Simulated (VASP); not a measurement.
Write the native input for VASP 6.6.1 that does the following.

* Task: single point
* Functional: PBE
* Potentials or basis: VASP PAW PBE potentials, release 64 (Fe)
* Cutoff: 520 eV
* k mesh: 12 × 12 × 6
* Occupations: gaussian, width 0.05 eV
* Spin: collinear spin, antiferromagnetic start
* Starting moments: [2.6, -2.6] μB
* Dipole correction: no
* Further INCAR settings: ALGO = Normal; EDIFF = 1e-07; NBANDS = 19

The structure of Fe lies in POSCAR:

```
Fe
1.0
    0.0000000000      1.7450000000      1.7450000000
    1.7450000000      0.0000000000      1.7450000000
    3.4900000000      3.4900000000      0.0000000000
Fe
2
Direct
    0.0000000000      0.0000000000      0.0000000000
    0.0000000000      0.0000000000      0.5000000000
```

The input as run:

INCAR

```
SYSTEM = Fe
  PREC = Accurate
  ENCUT = 520
  EDIFF = 1E-7
  ISMEAR = 0
  SIGMA = 0.05
  LREAL = .False.
  LASPH = .True.
  NELM = 150
  ALGO = Normal
  ISIF = 2
  LWAVE = .False.
  LCHARG = .True.
  ISPIN = 2
  MAGMOM = 2.6 -2.6
  LORBIT = 11
  LMAXMIX = 4
  GGA = PE
  LELF = .True.
  LVHAR = .True.
  NBANDS = 19
```

KPOINTS

```
Automatic mesh
0
Gamma
  12 12 6
  0 0 0
```

Potentials or basis: VASP PAW PBE potentials, release 64 (Fe).

The run is started by

```bash
$ cat potpaw_PBE.64/Fe/POTCAR > POTCAR
$ mpirun -np 1 vasp_std > vasp.out
```

Results of the run:

The pressure is -2.8 GPa and the band gap on the k mesh is zero (filled and empty bands overlap). The net moment is 0.00 μB per cell, the site moments are Fe +1.13, -1.13 μB and the valence electrons inside the program's atomic spheres are Fe 7.41.

Wall time 53 s on 1 thread of AMD EPYC 9R45 96-Core Processor (Zen 5), on a shared host, peak memory 0.15 GiB.
